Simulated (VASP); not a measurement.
Input of a VASP 6.6.1 run:

File POSCAR:

```
CsBeH3
1.0
    7.3259580000      0.3639600000     -0.6151090000
    0.4145950000      4.9489400000     -0.9770670000
   -0.6173080000     -0.4478760000      7.2177810000
H Cs Be
6 2 2
Direct
    0.5731410000      0.1206730000      0.1743870000
    0.2867740000      0.3750380000      0.4058670000
    0.7927850000      0.4989170000      0.6534610000
    0.2449860000      0.9611960000      0.0320490000
    0.4999070000      0.2310230000      0.3834160000
    0.7992930000      0.1242230000      0.1938330000
    0.4317280000      0.9217190000      0.6815710000
    0.0181510000      0.5232430000      0.0485650000
    0.7393160000      0.5155500000      0.3770130000
    0.9263280000      0.9012470000      0.6721190000
```

Contents of INCAR.step1:

```
PREC = Accurate
ENCUT = 520
ISMEAR = -1
SIGMA = 0.0296
LREAL = F
LASPH = T
NELM = 80
NBANDS = 25
GGA = PE
ALGO = Normal
EDIFF = 1E-4
LWAVE = T
LCHARG = F
```

The input INCAR.step2:

```
PREC = Accurate
ENCUT = 520
EDIFF = 1E-6
ISMEAR = -1
SIGMA = 0.0296
LREAL = F
LASPH = T
NELM = 80
ALGO = Normal
ISIF = 2
LWAVE = F
LCHARG = T
METAGGA = R2SCAN
LMIXTAU = T
LELF = T
LVHAR = T
NBANDS = 25
ISTART = 1
```

KPOINTS

```
Automatic mesh
0
Gamma
  3 4 3
  0.5 0.5 0
```

Potentials or basis: VASP PAW PBE potentials, release 64 (H, Cs_sv, Be).

Command:

```console
$ cat potpaw_PBE.64/H/POTCAR potpaw_PBE.64/Cs_sv/POTCAR potpaw_PBE.64/Be/POTCAR > POTCAR
$ cp INCAR.step1 INCAR
$ mpirun -np 1 vasp_std > vasp.out
$ cp INCAR.step2 INCAR
$ mpirun -np 1 vasp_std > vasp.out
```

Estimate the largest force.

2.334 eV/Å.

Predict the band gap on the k mesh.

zero (bands 14 and 15 overlap by 0.11 eV).

What does it give for the pressure?

-3.7 GPa.

Stress tensor (GPa, compression positive):
```
-2.55  0.30 -1.66
 0.30 -3.93 -1.53
-1.66 -1.53 -4.56
```

Caveat: the PAW data sets were made with another functional, which shifts forces and pressure a little; spin-orbit coupling is left out, which moves the levels of the heavy elements.
